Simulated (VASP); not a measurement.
# WS2 (P6_3/mmc) in VASP: further runs

The runs below take WS2 through single point, with PBE+D3(BJ).

All numbers are computed with VASP 6.6.1; they aren't measurements. Logs are shortened: lines on timing, memory, paths and dates and some standing lists are left out, and cuts for length are marked.

### 1 The cell of the first run

It takes space group P6_3/mmc (No. 194, hexagonal). Conventional cell: a = 3.154 Å, b = 3.154 Å, c = 12.143 Å, α = 90.00°, β = 90.00°, γ = 120.00°. W (site symmetry -6m2) has 6 S at 2.41 Å and 6 W at 3.15 Å within 3.2 Å. S (site symmetry 3m) has 3 W at 2.41 Å and 7 S at 3.15 Å within 3.2 Å.

### 2 Single point, PBE+D3(BJ)

INCAR reads:

```
ALGO = Normal
EDIFF = 1E-6
ENCUT = 520
GGA = PE
ISIF = 2
ISMEAR = 0
IVDW = 12
LASPH = True
LCHARG = False
LREAL = False
LWAVE = False
NBANDS = 35
NELM = 80
PREC = Accurate
SIGMA = 0.02
```

KPOINTS reads:

```
k-points
0
Gamma
  12 12 4
```

POSCAR reads:

```
WS2
1.0
    3.1537892826      0.0000000000      0.0000000000
   -1.5768946413      2.7312616369      0.0000000000
    0.0000000000      0.0000000000     12.1432908274
W S
2 4
Direct
    0.3333333333      0.6666666667      0.2500000000
    0.6666666667      0.3333333333      0.7500000000
    0.3333333333      0.6666666667      0.6203061752
    0.6666666667      0.3333333333      0.1203061752
    0.3333333333      0.6666666667      0.8796938248
    0.6666666667      0.3333333333      0.3796938248
```

Potentials or basis: VASP PAW PBE potentials, release 64 (W_sv, S).

Started as:

```bash
cat potpaw_PBE.64/W_sv/POTCAR potpaw_PBE.64/S/POTCAR > POTCAR
mpirun -np 1 vasp_std > vasp.out
```

OUTCAR:

```text
EDIFF = 1E-6
   ENCUT = 520
   GGA = PE
   ISIF = 2
   ISMEAR = 0
   IVDW = 12
   LASPH = True
   LREAL = False
   NELM = 80
   PREC = Accurate
 IVDW          = 12

 ion  position               nearest neighbor table
   1  0.333  0.667  0.250-   4 2.41   6 2.41   4 2.41   6 2.41   4 2.41   6 2.41
   2  0.667  0.333  0.750-   3 2.41   5 2.41   3 2.41   5 2.41   3 2.41   5 2.41
   3  0.333  0.667  0.620-   2 2.41   2 2.41   2 2.41
   4  0.667  0.333  0.120-   1 2.41   1 2.41   1 2.41
   5  0.333  0.667  0.880-   2 2.41   2 2.41   2 2.41
   6  0.667  0.333  0.380-   1 2.41   1 2.41   1 2.41

  LATTYP: Found a hexagonal cell.
 ALAT       =     3.1537892826
 C/A-ratio  =     3.8503811572

  Lattice vectors:

 A1 = (   3.1537892826,   0.0000000000,   0.0000000000)
 A2 = (  -1.5768946413,   2.7312616369,   0.0000000000)
 A3 = (   0.0000000000,   0.0000000000,  12.1432908274)

Analysis of symmetry for initial positions (statically):
=====================================================================
 Subroutine PRICEL returns:
 Original cell was already a primitive cell.

 Routine SETGRP: Setting up the symmetry group for a
 hexagonal supercell.

 Subroutine GETGRP returns: Found 24 space group operations
 (whereof 12 operations were pure point group operations)
 out of a pool of 24 trial point group operations.

The static configuration has the point symmetry D_3d.
 The point group associated with its full space group is D_6h.

Analysis of symmetry for dynamics (positions and initial velocities):
=====================================================================
 Subroutine PRICEL returns:
 Original cell was already a primitive cell.

 Routine SETGRP: Setting up the symmetry group for a
 hexagonal supercell.

 Subroutine GETGRP returns: Found 24 space group operations
 (whereof 12 operations were pure point group operations)
 out of a pool of 24 trial point group operations.

The dynamic configuration has the point symmetry D_3d.
 The point group associated with its full space group is D_6h.

 Subroutine INISYM returns: Found 24 space group operations
 (whereof 12 operations are pure point group operations),
 and found     1 'primitive' translations

----------------------------------------------------------------------------------------

                                     Primitive cell

  volume of cell :     104.6002

  direct lattice vectors                    reciprocal lattice vectors
     3.153789283  0.000000000  0.000000000     0.317078888  0.183065582  0.000000000
    -1.576894641  2.731261637  0.000000000     0.000000000  0.366131163  0.000000000
     0.000000000  0.000000000 12.143290827     0.000000000  0.000000000  0.082350000

  length of vectors
     3.153789283  3.153789283 12.143290827     0.366131163  0.366131163  0.082350000

  position of ions in fractional coordinates (direct lattice)
     0.333333333  0.666666667  0.250000000
     0.666666667  0.333333333  0.750000000
     0.333333333  0.666666667  0.620306175
     0.666666667  0.333333333  0.120306175
     0.333333333  0.666666667  0.879693825
     0.666666667  0.333333333  0.379693825

  ion indices of the primitive-cell ions
   primitive index   ion index
                 1           1
                 2           2
                 3           3
                 4           4
                 5           5
                 6           6

----------------------------------------------------------------------------------------

 KPOINTS: k-points

Automatic generation of k-mesh.
 Grid dimensions read from file:
 generate k-points for:   12   12    4

 Generating k-lattice:

  Cartesian coordinates                     Fractional coordinates (reciprocal lattice)
     0.026423241  0.015255465  0.000000000     0.083333333  0.000000000  0.000000000
     0.000000000  0.030510930  0.000000000     0.000000000  0.083333333  0.000000000
     0.000000000  0.000000000  0.020587500     0.000000000  0.000000000  0.250000000

  Length of vectors
     0.030510930  0.030510930  0.020587500

  Shift w.r.t. Gamma in fractional coordinates (k-lattice)
     0.000000000  0.000000000  0.000000000

 Subroutine IBZKPT returns following result:
 ===========================================

 Found     57 irreducible k-points:

 Following reciprocal coordinates:
            Coordinates               Weight
  0.000000  0.000000  0.000000      1.000000
  0.083333  0.000000  0.000000      6.000000
  0.166667  0.000000  0.000000      6.000000
  0.250000  0.000000  0.000000      6.000000
  0.333333  0.000000  0.000000      6.000000
  0.416667  0.000000  0.000000      6.000000
[... 16 lines left out ...]
  0.250000  0.000000  0.250000     12.000000
  0.333333  0.000000  0.250000     12.000000
 [... further k-points ...]
   k-points           NKPTS =     57   k-points in BZ     NKDIM =     57   number of bands    NBANDS=     35
   number of dos      NEDOS =    301   number of ions     NIONS =      6
[... 32 lines left out ...]
   EFERMI_NEDOS =   21; number of points for ismear=-14 and -15
   IALGO  =     38    algorithm
   IMIX   =      4    mixing-type and parameters
     AMIX     =   0.40;   BMIX     =  1.00
     AMIX_MAG =   1.60;   BMIX_MAG =  1.00
  volume/ion in A,a.u.               =      17.43       117.65
  Fermi-wavevector in a.u.,A,eV,Ry     =   1.296876  2.450740 22.883470  1.681888
  Thomas-Fermi vector in A             =   2.428304
   LORBIT       =      0    0 simple, 1 ext, 2 COOP (PROOUT), +10 PAW based schemes
   GGA     = PE    functional components
   LHFCALC =     F    Hartree Fock is set to
   AEXX    =    0.0000 exact exchange contribution
   IVDW    =    12    specifies the selected vdW correction
   LEPSILON=     F    determine dielectric tensor
   LRPA    =     F    only Hartree local field effects (RPA)
 non-spin polarized calculation
 Gauss-broadening in eV      SIGMA  =   0.02
  energy-cutoff  :      520.00
  volume of cell :      104.60
 maximum number of plane-waves:      2841
 NGX is ok and might be reduce to    24
   NGX = 11   NGY = 11   NGZ = 45

 number of electron      51.9999999 magnetization

 Free energy of the ion-electron system (eV)
  ---------------------------------------------------
  ext. energy  EPLUGINS =         0.00000000
  ---------------------------------------------------
  free energy    TOTEN  =       -47.18925227 eV

  energy without entropy =      -47.18925227  energy(sigma->0) =      -47.18925227

 E-fermi :   7.9225     XC(G=0): -11.0782

 val. band max:        7.7288843870   @ k =   0.0000   0.0000   0.0000
 cond. band min:       8.6365120260   @ k =   0.1667   0.1667   0.0000
 fundamental gap:      0.9076276390
 Fermi energy:         7.9225238488

 k-point     1 :       0.0000    0.0000    0.0000
  band No.  band energies     occupation
      1     -66.9189      2.00000
      2     -66.9188      2.00000
      3     -31.1765      2.00000
      4     -31.1765      2.00000
      5     -30.9981      2.00000
      6     -30.9981      2.00000
[... 27 lines left out ...]
     34      10.2429      0.00000
     35      12.4918      0.00000

 k-point     2 :       0.0833    0.0000    0.0000
  band No.  band energies     occupation
      1     -66.9176      2.00000
      2     -66.9176      2.00000
      3     -31.1720      2.00000
      4     -31.1719      2.00000
      5     -31.0232      2.00000
      6     -31.0231      2.00000
[... 27 lines left out ...]
     34      10.2488      0.00000
     35      13.0355      0.00000

 k-point     3 :       0.1667    0.0000    0.0000
  band No.  band energies     occupation
      1     -66.9141      2.00000
      2     -66.9140      2.00000
      3     -31.1596      2.00000
      4     -31.1596      2.00000
      5     -31.0911      2.00000
      6     -31.0911      2.00000
[... 27 lines left out ...]
     34      10.7916      0.00000
     35      14.1304      0.00000
[... 723 lines left out ...]
 k-point    23 :       0.2500    0.0000    0.2500
  band No.  band energies     occupation
      1     -66.9093      2.00000
      2     -66.9093      2.00000
      3     -31.1827      2.00000
      4     -31.1827      2.00000
      5     -31.1427      2.00000
      6     -31.1427      2.00000
[... 27 lines left out ...]
     34      11.3259      0.00000
     35      14.3830      0.00000

 k-point    24 :       0.3333    0.0000    0.2500
  band No.  band energies     occupation
      1     -66.9046      2.00000
      2     -66.9046      2.00000
      3     -31.2728      2.00000
      4     -31.2728      2.00000
      5     -31.1257      2.00000
      6     -31.1257      2.00000
[... 27 lines left out ...]
     34      11.7299      0.00000
     35      13.4720      0.00000

 [... further k-points ...]

------------------------ aborting loop because EDIFF is reached ----------------------------------------

 Edisp (eV)   -2.61071

 E8    (eV) :    -1.0971

  FORCE on cell =-STRESS in cart. coord.  units (eV):
  Direction    XX          YY          ZZ          XY          YZ          ZX
  --------------------------------------------------------------------------------------
  -------------------------------------------------------------------------------------
  Total      -0.00799    -0.00799    -0.03893     0.00000     0.00000     0.00000
  in kB      -0.12235    -0.12235    -0.59624     0.00000     0.00000     0.00000
  external pressure =       -0.28 kB  Pullay stress =        0.00 kB

 VOLUME and BASIS-vectors are now :
 -----------------------------------------------------------------------------
  energy-cutoff  :      520.00
  volume of cell :      104.60
      direct lattice vectors                 reciprocal lattice vectors
     3.153789283  0.000000000  0.000000000     0.317078888  0.183065582  0.000000000
    -1.576894641  2.731261637  0.000000000     0.000000000  0.366131163  0.000000000
     0.000000000  0.000000000 12.143290827     0.000000000  0.000000000  0.082350000

 POSITION                                       TOTAL-FORCE (eV/Angst)
 -----------------------------------------------------------------------------------
     -0.00000      1.82084      3.03582        -0.000000      0.000000      0.000000
      1.57689      0.91042      9.10747         0.000000     -0.000000      0.000000
     -0.00000      1.82084      7.53256         0.000000     -0.000000     -0.001130
      1.57689      0.91042      1.46091        -0.000000      0.000000     -0.001130
     -0.00000      1.82084     10.68238         0.000000     -0.000000      0.001130
      1.57689      0.91042      4.61073        -0.000000      0.000000      0.001130
 -----------------------------------------------------------------------------------
    total drift:                               -0.000000      0.000000     -0.000000

  FREE ENERGIE OF THE ION-ELECTRON SYSTEM (eV)
  ---------------------------------------------------
  free  energy   TOTEN  =       -49.7999591461 eV

  energy  without entropy=      -49.7999591461  energy(sigma->0) =      -49.79995915
```

It took 3.5 min on 1 thread of Intel Xeon 6975P-C, shared host; peak memory 0.33 GiB.

What came out:

```yaml
Free_energy: -49.8000 eV
Pressure: 0.0 GPa
Band_gap_on_the_k_mesh: 0.91 eV, indirect (least direct gap 1.84 eV)
Dispersion_energy_per_atom: -0.435 eV
```

Caveat: spin-orbit coupling is left out, which moves the levels of the heavy elements. A k mesh can miss the band edges.

### 3 Single point, PBE+D3(BJ) (volume scaled by 1.03, then relaxed in part)

INCAR reads:

```
SYSTEM = WS2
  PREC = Accurate
  ENCUT = 520
  EDIFF = 1E-6
  ISMEAR = 0
  SIGMA = 0.02
  LREAL = .FALSE.
  LASPH = .TRUE.
  NELM = 80
  ALGO = Normal
  ISIF = 2
  LWAVE = .FALSE.
  LCHARG = .FALSE.
  GGA = PE
  IVDW = 12
  NBANDS = 35
```

KPOINTS reads:

```
regular mesh
0
G
  12 12 4
  0 0 0
```

POSCAR reads:

```
WS2
1.0
    3.1653217409      0.0000000000      0.0000000000
   -1.5826608705      2.7412490388      0.0000000000
    0.0000000000      0.0000000000     12.4166158692
W S
2 4
Direct
    0.3333333333      0.6666666667      0.2500000000
    0.6666666667      0.3333333333      0.7500000000
    0.3333333333      0.6666666667      0.6232581661
    0.6666666667      0.3333333333      0.1232581661
    0.3333333333      0.6666666667      0.8767418339
    0.6666666667      0.3333333333      0.3767418339
```

Potentials or basis: VASP PAW PBE potentials, release 64 (W_sv, S).

Started as:

```bash
cat potpaw_PBE.64/W_sv/POTCAR potpaw_PBE.64/S/POTCAR > POTCAR
mpirun -np 1 vasp_std > vasp.out
```

Wall time 3 min (1 thread of Intel Xeon 6975P-C, shared host); peak memory 0.34 GiB.

The run converged. Its results:

```yaml
Free_energy: -49.7873 eV
Pressure: -1.3 GPa
Band_gap_on_the_k_mesh: 1.03 eV, indirect (least direct gap 1.81 eV)
Dispersion_energy_per_atom: -0.421 eV
```

Levels at points of the mesh, in eV from the valence-band top:
```csv
k point,band 24,band 25,band 26,band 27,band 28,band 29
"(0.00, 0.00, 0.00)",-1.53,-1.15,0.00,2.31,2.31,2.32
"(0.50, 0.00, 0.00)",-1.75,-1.66,-1.49,2.32,2.36,2.61
"(0.00, 0.00, 0.50)",-2.18,-0.31,-0.31,2.31,2.31,2.31
"(0.50, 0.00, 0.50)",-1.84,-1.56,-1.56,2.33,2.33,2.77
```

Caveat: the cell differs from its parent crystal (volume scaled by 1.03, then relaxed in part); spin-orbit coupling is left out, which moves the levels of the heavy elements. A k mesh can miss the band edges.

### 4 Single point, PBE+D3(BJ)

This run uses another cell than the first one, of 18.24 Å³/atom, 1.047 times its volume.

INCAR reads:

```
ALGO     = Normal         # electronic algorithm
EDIFF    = 1E-7           # SCF threshold, eV
ENCUT    = 520            # plane-wave cutoff, eV
GGA      = PE             # functional
ISIF     = 2              # what is computed and relaxed
ISMEAR   = 0              # smearing method
IVDW     = 12             # dispersion correction
LASPH    = True           # aspherical terms in the spheres
LCHARG   = True           # write CHGCAR
LELF     = True           # ELF
LREAL    = False          # projectors in reciprocal space
LVHAR    = True         
LWAVE    = False          # write WAVECAR
NBANDS   = 35             # bands
NELM     = 100            # most SCF steps
PREC     = Accurate       # precision mode
SIGMA    = 0.02           # smearing width, eV
```

KPOINTS reads:

```
k-points
0
Gamma
  12 12 4
```

POSCAR reads:

```
WS2
1.0
    3.1800000000      0.0000000000      0.0000000000
   -1.5900000000      2.7539607840      0.0000000000
    0.0000000000      0.0000000000     12.5000000000
W S
2 4
Direct
    0.3333333333      0.6666666667      0.2500000000
    0.6666666667      0.3333333333      0.7500000000
    0.3333333333      0.6666666667      0.6244657439
    0.6666666667      0.3333333333      0.1244657439
    0.3333333333      0.6666666667      0.8755342561
    0.6666666667      0.3333333333      0.3755342561
```

Started as:

```bash
cat potpaw_PBE.64/W_sv/POTCAR potpaw_PBE.64/S/POTCAR > POTCAR
mpirun -np 1 vasp_std > vasp.out
```

It took 3.2 min on 1 thread of Intel Xeon 6975P-C, shared host; peak memory 0.34 GiB.

It converged, with:

```
Free energy                : -49.7693 eV
Pressure                   : -2.2 GPa
Largest force              : 0.003 eV/Å
Band gap on the k mesh     : 1.06 eV, indirect (least direct gap 1.76 eV)
Dispersion energy per atom : -0.414 eV
```

Forces in eV/Å, atoms in the order of the input:
```
W    0.000  0.000  0.000
W    0.000  0.000  0.000
S    0.000  0.000 -0.003
S    0.000  0.000 -0.003
S    0.000  0.000  0.003
S    0.000  0.000  0.003
```

Stress tensor (GPa, compression positive):
```
-2.60  0.00  0.00
 0.00 -2.60  0.00
 0.00  0.00 -1.56
```

Levels at points of the mesh, in eV from the valence-band top:
| k point | band 24 | band 25 | band 26 | band 27 | band 28 | band 29 |
| --- | --- | --- | --- | --- | --- | --- |
| (0.00, 0.00, 0.00) | -1.56 | -1.09 | 0.00 | 2.27 | 2.27 | 2.28 |
| (0.50, 0.00, 0.00) | -1.80 | -1.64 | -1.48 | 2.24 | 2.28 | 2.58 |
| (0.00, 0.00, 0.50) | -2.22 | -0.30 | -0.30 | 2.27 | 2.27 | 2.27 |
| (0.50, 0.00, 0.50) | -1.89 | -1.55 | -1.55 | 2.26 | 2.26 | 2.72 |

Caveat: spin-orbit coupling is left out, which moves the levels of the heavy elements.

### 5 Single point, PBE+D3(BJ) (volume scaled by 1.06, then relaxed in part)

INCAR reads:

```
SYSTEM = WS2
PREC     = Accurate       ! precision mode
ENCUT    = 520            ! plane-wave cutoff, eV
EDIFF    = 1E-6           ! SCF threshold, eV
ISMEAR   = 0              ! smearing method
SIGMA    = 0.02           ! smearing width, eV
LREAL    = .FALSE.        ! projectors in reciprocal space
LASPH    = .TRUE.         ! aspherical terms in the spheres
NELM     = 60             ! most SCF steps
ALGO     = Normal         ! electronic algorithm
ISIF     = 2              ! what is computed and relaxed
LWAVE    = .FALSE.        ! write WAVECAR
LCHARG   = .FALSE.        ! write CHGCAR
GGA      = PE             ! functional
IVDW     = 12             ! dispersion correction
NBANDS   = 35             ! bands
```

KPOINTS reads:

```
regular mesh
0
G
  12 12 4
  0 0 0
```

POSCAR reads:

```
WS2
1.0
    3.1731969948      0.0000000000      0.0000000000
   -1.5865984974      2.7480692087      0.0000000000
    0.0000000000      0.0000000000     12.7149172763
W S
2 4
Direct
    0.3333333333      0.6666666667      0.2500000000
    0.6666666667      0.3333333333      0.7500000000
    0.3333333333      0.6666666667      0.6263023830
    0.6666666667      0.3333333333      0.1263023830
    0.3333333333      0.6666666667      0.8736976170
    0.6666666667      0.3333333333      0.3736976170
```

Started as:

```bash
cat potpaw_PBE.64/W_sv/POTCAR potpaw_PBE.64/S/POTCAR > POTCAR
mpirun -np 1 vasp_std > vasp.out
```

Run time: 2.7 min. Hardware: 1 thread of Intel Xeon 6975P-C, shared host; peak memory 0.34 GiB.

The run converged. Its results:

| Quantity | Value |
| --- | --- |
| Free energy | -49.7554 eV |
| Pressure | -2.0 GPa |
| Band gap on the k mesh | 1.14 eV, indirect (least direct gap 1.80 eV) |
| Dispersion energy per atom | -0.409 eV |

Forces on the atoms (eV/Å):
```
W    0.000  0.000  0.000
W    0.000  0.000  0.000
S    0.000  0.000 -0.003
S    0.000  0.000 -0.003
S    0.000  0.000  0.003
S    0.000  0.000  0.003
```

Levels at points of the mesh, in eV from the valence-band top:
| k point | band 23 | band 24 | band 25 | band 26 | band 27 | band 28 | band 29 | band 30 |
| --- | --- | --- | --- | --- | --- | --- | --- | --- |
| (0.00, 0.00, 0.00) | -2.10 | -1.63 | -1.03 | 0.00 | 2.37 | 2.37 | 2.38 | 2.38 |
| (0.50, 0.00, 0.00) | -1.85 | -1.71 | -1.55 | -1.42 | 2.36 | 2.39 | 2.69 | 2.91 |
| (0.00, 0.00, 0.50) | -2.12 | -2.12 | -0.30 | -0.30 | 2.37 | 2.37 | 2.37 | 2.37 |
| (0.50, 0.00, 0.50) | -1.78 | -1.78 | -1.48 | -1.48 | 2.37 | 2.37 | 2.81 | 2.81 |

Caveat: the cell differs from its parent crystal (volume scaled by 1.06, then relaxed in part); spin-orbit coupling is left out, which moves the levels of the heavy elements. A k mesh can miss the band edges.

### 6 The runs side by side

```tsv
cell	gap on the mesh (eV)	pressure (GPa)
a = 3.154, b = 3.154, c = 12.143 Å, angles 90.0, 90.0, 120.0°, 6 atoms	0.91	0.0
a = 3.165, b = 3.165, c = 12.417 Å, angles 90.0, 90.0, 120.0°, 6 atoms	1.03	-1.3
a = 3.180, b = 3.180, c = 12.500 Å, angles 90.0, 90.0, 120.0°, 6 atoms	1.06	-2.2
a = 3.173, b = 3.173, c = 12.715 Å, angles 90.0, 90.0, 120.0°, 6 atoms	1.14	-2.0
```

Alike in all rows: task single point; level PBE+D3(BJ); potentials or basis VASP PAW PBE potentials, release 64 (W_sv, S); no spin polarisation; k mesh 12 × 12 × 4; cutoff (eV) 520; smearing gaussian 0.02 eV.

Caveats: spin-orbit coupling is left out, which moves the levels of the heavy elements.

Absolute energies hang on the potentials; compare differences alone.
